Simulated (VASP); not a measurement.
Wanted: the native input for a VASP 6.6.1 run.

```
Task                   : single point
Functional             : PBE
Potentials or basis    : VASP PAW PBE potentials, release 64 (Al, Ni)
Cutoff                 : 520 eV
k mesh                 : 16 × 16 × 16
Occupations            : gaussian, width 0.15 eV
Spin                   : no spin polarisation
Dipole correction      : no
Further INCAR settings : ALGO = Fast; EDIFF = 1e-06; NBANDS = 14
```

The structure of AlNi lies in POSCAR:

```
AlNi
1.0
    2.6505200000      0.0000000000      0.0000000000
    0.0000000000      2.6505200000      0.0000000000
    0.0000000000      0.0000000000      2.9962400000
Al Ni
1 1
Direct
    0.0000000000      0.0000000000      0.0000000000
    0.5000000000      0.5000000000      0.5000000000
```

This cell differs from its parent crystal: strain -0.080 along x and y, +0.040 along z.

One way to write it, as run:

INCAR

```
PREC = Accurate
ENCUT = 520
EDIFF = 1E-6
ISMEAR = 0
SIGMA = 0.15
LREAL = False
LASPH = True
NELM = 60
ALGO = Fast
ISIF = 2
LWAVE = False
LCHARG = True
GGA = PE
LELF = True
LVHAR = True
NBANDS = 14
```

KPOINTS

```
Automatic mesh
0
Gamma
  16 16 16
```

Potentials or basis: VASP PAW PBE potentials, release 64 (Al, Ni).

Launch:

```bash
$ cat potpaw_PBE.64/Al/POTCAR potpaw_PBE.64/Ni/POTCAR > POTCAR
$ mpirun -np 1 vasp_std > vasp.out
```

Results of the run:

```
Pressure : 30.9 GPa
```

Caveat: the cell differs from its parent crystal (strain -0.080 along x and y, +0.040 along z).

Wall time 44 s on 1 thread of Intel(R) Xeon(R) 6975P-C (Granite Rapids), with other jobs on the host, peak memory 0.22 GiB.
